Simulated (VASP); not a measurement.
Wanted: the native input for a VASP 6.6.1 run.

```yaml
Task: single point
Functional: PBE
Dispersion: D3(BJ)
Potentials_or_basis: VASP PAW PBE potentials, release 64 (H, C)
Cutoff: 520 eV
k_mesh: 4 × 4 × 4
Occupations: gaussian, width 0.1 eV
Spin: no spin polarisation
Dipole_correction: no
Further_INCAR_settings: LREAL = Auto; ALGO = Normal; EDIFF = 1e-07; NBANDS = 56
```

The structure of H5C3 lies in POSCAR:

```
H5C3
1.0
    6.3384500000      0.0000000000      0.0000000000
    3.0388240149      5.6288960650      0.0000000000
    2.4521501571      0.2551786702      7.0807096412
H C
20 12
Direct
    0.1064000000      0.7652000000      0.2198000000
    0.8936000000      0.2348000000      0.7802000000
    0.8170000000      0.6224000000      0.2286000000
    0.1830000000      0.3776000000      0.7714000000
    0.0715000000      0.1756000000      0.1320000000
    0.9285000000      0.8244000000      0.8680000000
    0.9115000000      0.2130000000      0.3733000000
    0.0885000000      0.7870000000      0.6267000000
    0.3762000000      0.8944000000      0.2985000000
    0.6238000000      0.1056000000      0.7015000000
    0.2798000000      0.1016000000      0.4682000000
    0.7202000000      0.8984000000      0.5318000000
    0.5409000000      0.1508000000      0.0482000000
    0.4591000000      0.8492000000      0.9518000000
    0.6884000000      0.0436000000      0.2295000000
    0.3116000000      0.9564000000      0.7705000000
    0.5572000000      0.4839000000      0.1482000000
    0.4428000000      0.5161000000      0.8518000000
    0.4429000000      0.4237000000      0.3884000000
    0.5571000000      0.5763000000      0.6116000000
    0.1696000000      0.5747000000      0.2341000000
    0.8304000000      0.4253000000      0.7659000000
    0.0077000000      0.4942000000      0.2408000000
    0.9923000000      0.5058000000      0.7592000000
    0.0688000000      0.2361000000      0.2636000000
    0.9312000000      0.7639000000      0.7364000000
    0.3121000000      0.0854000000      0.3152000000
    0.6879000000      0.9146000000      0.6848000000
    0.5102000000      0.1652000000      0.2020000000
    0.4898000000      0.8348000000      0.7980000000
    0.4290000000      0.4142000000      0.2464000000
    0.5710000000      0.5858000000      0.7536000000
```

These files were run (other wordings do the same):

INCAR

```
PREC = Accurate ; ENCUT = 520
EDIFF = 1E-7 ; ISMEAR = 0
SIGMA = 0.1 ; LREAL = Auto
LASPH = T ; NELM = 100
ALGO = Normal ; ISIF = 2
LWAVE = F ; LCHARG = T
GGA = PE ; IVDW = 12
LELF = T ; LVHAR = T
NBANDS = 56
```

KPOINTS

```
regular mesh
0
Gamma
  4 4 4
```

Potentials or basis: VASP PAW PBE potentials, release 64 (H, C).

Launch:

```console
$ cat potpaw_PBE.64/H/POTCAR potpaw_PBE.64/C/POTCAR > POTCAR
$ mpirun -np 1 vasp_std > vasp.out
```

Results of the run:

- Pressure: 0.5 GPa
- Largest force: 1.424 eV/Å
- Band gap on the k mesh: 4.54 eV (least direct gap 4.64 eV)
- Dispersion energy per atom: -0.063 eV

Caveat: forces of over 1 eV/Å act on the atoms, so gaps and moduli don't describe the material at rest.

Wall time 13 min on 1 thread of Intel(R) Xeon(R) Platinum 8259CL CPU @ 2.50GHz (Skylake/Cascade Lake) (shared host), peak memory 0.52 GiB.
